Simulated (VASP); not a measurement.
# Al4Co3Ni (P4/mmm) in VASP: single point with PBE

Aim: the single point of Al4Co3Ni with PBE.

All numbers are computed with VASP 6.6.1; they aren't measurements. Logs are shortened: lines on timing, memory, paths and dates and some standing lists are left out, and cuts for length are marked.

## 1. The cell of the first run

It takes space group P4/mmm (No. 123, tetragonal). The conventional cell has a = 4.040 Å, b = 4.040 Å, c = 5.769 Å, α = 90.00°, β = 90.00°, γ = 90.00°. Within 3.3 Å of Al (site symmetry 2mm) lie 6 Co at 2.47 to 2.49 Å and 2 Ni at 2.49 Å and 6 Al at 2.85 to 2.91 Å. Ni (site symmetry 4/mmm) has 8 Al at 2.49 Å and 6 Co at 2.86 to 2.88 Å within 3.3 Å. Co (site symmetry 4/mmm) has 8 Al at 2.47 Å and 6 Co at 2.86 to 2.88 Å within 3.3 Å. Co (site symmetry 4/mmm) has 8 Al at 2.49 Å and 4 Ni at 2.86 Å and 2 Co at 2.88 Å within 3.3 Å. Within 3.3 Å of Co (site symmetry 4/mmm) lie 8 Al at 2.47 Å and 4 Co at 2.86 Å and 2 Ni at 2.88 Å.

## 2. Single point, PBE, collinear spin, ferromagnetic start

File INCAR:

```
PREC = Accurate
ENCUT = 520
EDIFF = 1E-6
ISMEAR = 0
SIGMA = 0.1
LREAL = False
LASPH = True
NELM = 150
ALGO = Normal
ISIF = 2
LWAVE = False
LCHARG = False
ISPIN = 2
MAGMOM = 0 0 0 0 0.14 0.33 0.51 0.18
LORBIT = 11
LMAXMIX = 4
GGA = PE
NBANDS = 38
```

File KPOINTS:

```
regular mesh
0
Gamma
  10 10 8
```

File POSCAR:

```
Al4Co3Ni
1.0
    4.0395551000      0.0000000000      0.0000000000
    0.0000000000      4.0395551000      0.0000000000
    0.0000000000      0.0000000000      5.7687082000
Al Ni Co
4 1 3
Direct
    0.0000000000      0.5000000000      0.7525820000
    0.0000000000      0.5000000000      0.2474180000
    0.5000000000      0.0000000000      0.7525820000
    0.5000000000      0.0000000000      0.2474180000
    0.5000000000      0.5000000000      0.5000000000
    0.0000000000      0.0000000000      0.0000000000
    0.0000000000      0.0000000000      0.5000000000
    0.5000000000      0.5000000000      0.0000000000
```

Potentials or basis: VASP PAW PBE potentials, release 64 (Al, Ni, Co).

Run with:

```
$ cat potpaw_PBE.64/Al/POTCAR potpaw_PBE.64/Ni/POTCAR potpaw_PBE.64/Co/POTCAR > POTCAR
$ mpirun -np 1 vasp_std > vasp.out
```

OUTCAR:

```text
PREC = Accurate
   ENCUT = 520
   EDIFF = 1E-6
   ISMEAR = 0
   LREAL = False
   LASPH = True
   NELM = 150
   ISIF = 2
   ISPIN = 2
   LORBIT = 11
   GGA = PE

 ion  position               nearest neighbor table
   1  0.000  0.500  0.753-   6 2.47   8 2.47   6 2.47   8 2.47   7 2.49   7 2.49   5 2.49   5 2.49
                             2 2.85   3 2.86   3 2.86   3 2.86   3 2.86   2 2.91
   2  0.000  0.500  0.247-   6 2.47   8 2.47   6 2.47   8 2.47   7 2.49   7 2.49   5 2.49   5 2.49
                             1 2.85   4 2.86   4 2.86   4 2.86   4 2.86   1 2.91
   3  0.500  0.000  0.753-   6 2.47   8 2.47   8 2.47   6 2.47   5 2.49   7 2.49   5 2.49   7 2.49
                             4 2.85   1 2.86   1 2.86   1 2.86   1 2.86   4 2.91
   4  0.500  0.000  0.247-   6 2.47   8 2.47   8 2.47   6 2.47   5 2.49   7 2.49   5 2.49   7 2.49
                             3 2.85   2 2.86   2 2.86   2 2.86   2 2.86   3 2.91
   5  0.500  0.500  0.500-   1 2.49   2 2.49   3 2.49   4 2.49   3 2.49   4 2.49   1 2.49   2 2.49
                             7 2.86   7 2.86   7 2.86   7 2.86   8 2.88   8 2.88
   6  0.000  0.000  0.000-   1 2.47   2 2.47   3 2.47   4 2.47   1 2.47   2 2.47   3 2.47   4 2.47
                             8 2.86   8 2.86   8 2.86   8 2.86   7 2.88   7 2.88
   7  0.000  0.000  0.500-   1 2.49   2 2.49   3 2.49   4 2.49   1 2.49   2 2.49   3 2.49   4 2.49
                             5 2.86   5 2.86   5 2.86   5 2.86   6 2.88   6 2.88
   8  0.500  0.500  0.000-   1 2.47   2 2.47   3 2.47   4 2.47   3 2.47   4 2.47   1 2.47   2 2.47
                             6 2.86   6 2.86   6 2.86   6 2.86   5 2.88   5 2.88

  LATTYP: Found a simple tetragonal cell.
 ALAT       =     4.0395551000
 C/A-ratio  =     1.4280553321

  Lattice vectors:

 A1 = (   4.0395551000,   0.0000000000,   0.0000000000)
 A2 = (   0.0000000000,   4.0395551000,   0.0000000000)
 A3 = (   0.0000000000,   0.0000000000,   5.7687082000)

Analysis of symmetry for initial positions (statically):
=====================================================================
 Subroutine PRICEL returns:
 Original cell was already a primitive cell.

 Routine SETGRP: Setting up the symmetry group for a
 simple tetragonal supercell.

 Subroutine GETGRP returns: Found 16 space group operations
 (whereof 16 operations were pure point group operations)
 out of a pool of 16 trial point group operations.

The static configuration has the point symmetry D_4h.

Analysis of symmetry for dynamics (positions and initial velocities):
=====================================================================
 Subroutine PRICEL returns:
 Original cell was already a primitive cell.

 Routine SETGRP: Setting up the symmetry group for a
 simple tetragonal supercell.

 Subroutine GETGRP returns: Found 16 space group operations
 (whereof 16 operations were pure point group operations)
 out of a pool of 16 trial point group operations.

The dynamic configuration has the point symmetry D_4h.

Analysis of structural, dynamic, and magnetic symmetry:
=====================================================================
 Subroutine PRICEL returns:
 Original cell was already a primitive cell.

 Routine SETGRP: Setting up the symmetry group for a
 simple tetragonal supercell.

 Subroutine GETGRP returns: Found 16 space group operations
 (whereof 16 operations were pure point group operations)
 out of a pool of 16 trial point group operations.

The overall configuration has the point symmetry D_4h.

 Subroutine INISYM returns: Found 16 space group operations
 (whereof 16 operations are pure point group operations),
 and found     1 'primitive' translations

----------------------------------------------------------------------------------------

                                     Primitive cell

  volume of cell :      94.1338

  direct lattice vectors                    reciprocal lattice vectors
     4.039555100  0.000000000  0.000000000     0.247552014  0.000000000  0.000000000
     0.000000000  4.039555100  0.000000000     0.000000000  0.247552014  0.000000000
     0.000000000  0.000000000  5.768708200     0.000000000  0.000000000  0.173349035

  length of vectors
     4.039555100  4.039555100  5.768708200     0.247552014  0.247552014  0.173349035

  position of ions in fractional coordinates (direct lattice)
     0.000000000  0.500000000  0.752582000
     0.000000000  0.500000000  0.247418000
     0.500000000  0.000000000  0.752582000
     0.500000000  0.000000000  0.247418000
     0.500000000  0.500000000  0.500000000
     0.000000000  0.000000000  0.000000000
     0.000000000  0.000000000  0.500000000
     0.500000000  0.500000000  0.000000000

[... 76 lines left out ...]
   ISPIN  =      2    spin polarized calculation?
   LNONCOLLINEAR =      F non collinear calculations
   LSORBIT =      F    spin-orbit coupling
   LASPH  =      T    aspherical Exc in radial PAW
   ENCUT  =  520.0 eV  38.22 Ry    6.18 a.u.   7.51  7.51 10.73*2*pi/ulx,y,z
   NELM   =    150;   NELMIN=  2; NELMDL= -5     # of ELM steps
   EDIFF  = 0.1E-05   stopping-criterion for ELM
   LREAL  =      F    real-space projection
   EDIFFG = 0.1E-04   stopping-criterion for IOM
   NSW    =      0    number of steps for IOM
   IBRION =     -1    ionic relax: 0-MD 1-quasi-New 2-CG
   NFREE  =      0    steps in history (QN), initial steepest desc. (CG)
   ISIF   =      2    stress and relaxation
   ISYM   =      2    0-nonsym 1-usesym 2-fastsym
   POTIM  = 0.5000    time-step for ionic-motion
   TEBEG  =    0.0;   TEEND  =   0.0 temperature during run
   PSTRESS=    0.0 pullay stress
   NELECT =      49.0000    total number of electrons
   NUPDOWN=      -1.0000    fix difference up-down
   EMIN   =  10.00;   EMAX   =-10.00  energy-range for DOS
   EFERMI =   0.00;   METHOD = LEGACY
   ISMEAR =     0;   SIGMA  =   0.10  broadening in eV -4-tet -1-fermi 0-gaus
   EFERMI_NEDOS =   21; number of points for ismear=-14 and -15
   IALGO  =     38    algorithm
   IMIX   =      4    mixing-type and parameters
     AMIX     =   0.40;   BMIX     =  1.00
     AMIX_MAG =   1.60;   BMIX_MAG =  1.00
  volume/ion in A,a.u.               =      11.77        79.41
  Fermi-wavevector in a.u.,A,eV,Ry     =   1.316917  2.488612 23.596171  1.734270
  Thomas-Fermi vector in A             =   2.446995
   LORBIT       =     11    0 simple, 1 ext, 2 COOP (PROOUT), +10 PAW based schemes
   GGA     = PE    functional components
   LHFCALC =     F    Hartree Fock is set to
   AEXX    =    0.0000 exact exchange contribution
   IVDW    =     0    specifies the selected vdW correction
   LEPSILON=     F    determine dielectric tensor
   LRPA    =     F    only Hartree local field effects (RPA)
 spin polarized calculation
 Gauss-broadening in eV      SIGMA  =   0.10
  energy-cutoff  :      520.00
  volume of cell :       94.13
 maximum number of plane-waves:      2574
   NGX = 15   NGY = 15   NGZ = 21

 number of electron      49.0000003 magnetization       0.9264766

 Free energy of the ion-electron system (eV)
  ---------------------------------------------------
  ext. energy  EPLUGINS =         0.00000000
  ---------------------------------------------------
  free energy    TOTEN  =       -46.40230183 eV

  energy without entropy =      -46.38032702  energy(sigma->0) =      -46.39131442

 E-fermi :  10.3105     XC(G=0): -12.1697

 val. band max:       10.3080187318   @ k =   0.4000   0.4000   0.5000
 cond. band min:      10.3112139516   @ k =   0.5000   0.4000   0.2500
 fundamental gap:      0.0031952199
 Fermi energy:        10.3104621051

 spin component 1

 k-point     1 :       0.0000    0.0000    0.0000
  band No.  band energies     occupation
      1      -0.7030      1.00000
      2       3.4652      1.00000
      3       3.6667      1.00000
      4       5.1047      1.00000
      5       6.3316      1.00000
      6       6.3316      1.00000
[... 925 lines left out ...]
     35      15.8861      0.00000
     36      16.5399      0.00000

 [... further k-points ...]

 spin component 2

 k-point     1 :       0.0000    0.0000    0.0000
  band No.  band energies     occupation
      1      -0.7178      1.00000
      2       3.4439      1.00000
      3       3.6886      1.00000
      4       5.1424      1.00000
      5       6.3979      1.00000
      6       6.3984      1.00000
[... 925 lines left out ...]
     35      15.9363      0.00000
     36      16.5820      0.00000

 [... further k-points ...]

 [bands above 36 left out]

------------------------ aborting loop because EDIFF is reached ----------------------------------------

  FORCE on cell =-STRESS in cart. coord.  units (eV):
  Direction    XX          YY          ZZ          XY          YZ          ZX
  --------------------------------------------------------------------------------------
  -------------------------------------------------------------------------------------
  Total       -0.0300912     -0.0300912     -0.0625457      0.0000000      0.0000000     -0.0000000
  in kB       -0.5121592     -0.5121592     -1.0645411      0.0000000      0.0000000     -0.0000000
  external PRESSURE =      -0.6962865 kB  Pullay stress =       0.0000000 kB

 VOLUME and BASIS-vectors are now :
 -----------------------------------------------------------------------------
  energy-cutoff  :      520.00
  volume of cell :       94.13
      direct lattice vectors                 reciprocal lattice vectors
     4.039555100  0.000000000  0.000000000     0.247552014  0.000000000  0.000000000
     0.000000000  4.039555100  0.000000000     0.000000000  0.247552014  0.000000000
     0.000000000  0.000000000  5.768708200     0.000000000  0.000000000  0.173349035

 POSITION                                       TOTAL-FORCE (eV/Angst)
 -----------------------------------------------------------------------------------
      0.00000      2.01978      4.34143        -0.000000     -0.000000      0.001727
      0.00000      2.01978      1.42728         0.000000     -0.000000     -0.001727
      2.01978      0.00000      4.34143         0.000000      0.000000      0.001727
      2.01978      0.00000      1.42728        -0.000000      0.000000     -0.001727
      2.01978      2.01978      2.88435        -0.000000     -0.000000      0.000000
      0.00000      0.00000      0.00000        -0.000000     -0.000000      0.000000
      0.00000      0.00000      2.88435        -0.000000     -0.000000      0.000000
      2.01978      2.01978      0.00000        -0.000000     -0.000000      0.000000
 -----------------------------------------------------------------------------------
    total drift:                                0.000000      0.000000      0.000000

  FREE ENERGIE OF THE ION-ELECTRON SYSTEM (eV)
  ---------------------------------------------------
  free  energy   TOTEN  =       -46.4023018260 eV

  energy  without entropy=      -46.3803270225  energy(sigma->0) =      -46.39131442

 total charge

# of ion       s       p       d       tot
------------------------------------------
    1        0.391   0.422   0.000   0.813
    2        0.391   0.422   0.000   0.813
    3        0.391   0.422   0.000   0.813
    4        0.391   0.422   0.000   0.813
    5        0.473   0.532   8.452   9.458
    6        0.431   0.508   7.494   8.433
    7        0.433   0.473   7.505   8.411
    8        0.438   0.490   7.517   8.445
--------------------------------------------------
tot          3.339   3.691  30.968  37.997

 magnetization (x)

# of ion       s       p       d       tot
------------------------------------------
    1       -0.001  -0.002   0.000  -0.003
    2       -0.001  -0.002   0.000  -0.003
    3       -0.001  -0.002   0.000  -0.003
    4       -0.001  -0.002   0.000  -0.003
    5        0.002  -0.006   0.120   0.116
    6        0.002  -0.009   0.304   0.298
    7        0.010   0.001   0.428   0.440
    8        0.003  -0.003   0.170   0.169
--------------------------------------------------
tot          0.011  -0.025   1.023   1.009
```

Wall time 29 min (1 thread of Oxide Virtual Turin-like, shared host); peak memory 0.59 GiB.

What came out:

- Free energy: -46.4023 eV
- Pressure: -0.1 GPa
- Net moment: 0.93 μB per cell
- Site moments: Al -0.00; Ni +0.12; Co +0.30, +0.44, +0.17 μB
- Valence electrons inside the program's atomic spheres: Al 0.81; Ni 9.46; Co 8.43, 8.41, 8.45

Levels at points of the mesh, in eV from the Fermi level:
Spin up:
```
           k point  band 22  band 23  band 24  band 25  band 26  band 27  band 28  band 29
(0.00, 0.00, 0.00)    -0.80    -0.63    -0.38    -0.24     2.15     2.29     2.31     2.31
(0.50, 0.00, 0.00)    -1.24    -0.79    -0.74    -0.26    -0.05     1.41     1.52     3.11
(0.50, 0.50, 0.00)    -1.52    -0.92    -0.92    -0.71    -0.70    -0.20    -0.04     2.01
(0.00, 0.00, 0.50)    -0.38    -0.01    -0.01     0.12     0.12     1.03     1.26     2.06
(0.50, 0.00, 0.50)    -1.63    -1.63    -1.55     2.47     2.65     2.68     2.72     2.79
(0.50, 0.50, 0.50)    -1.46    -1.14    -1.14    -0.59    -0.33    -0.04    -0.02     5.02
```
Spin down:
```tsv
k point	band 21	band 22	band 23	band 24	band 25	band 26	band 27	band 28
(0.00, 0.00, 0.00)	-0.66	-0.35	-0.28	0.04	0.36	2.29	2.30	2.30
(0.50, 0.00, 0.00)	-1.16	-1.02	-0.72	-0.58	-0.08	0.53	1.55	1.79
(0.50, 0.50, 0.00)	-1.40	-1.28	-0.75	-0.75	-0.36	-0.11	0.23	0.38
(0.00, 0.00, 0.50)	-0.28	0.04	0.07	0.07	0.18	0.18	1.24	1.46
(0.50, 0.00, 0.50)	-1.38	-1.35	-1.30	-1.23	2.53	2.74	2.81	2.87
(0.50, 0.50, 0.50)	-1.26	-1.26	-1.00	-1.00	-0.11	0.18	0.33	0.38
```
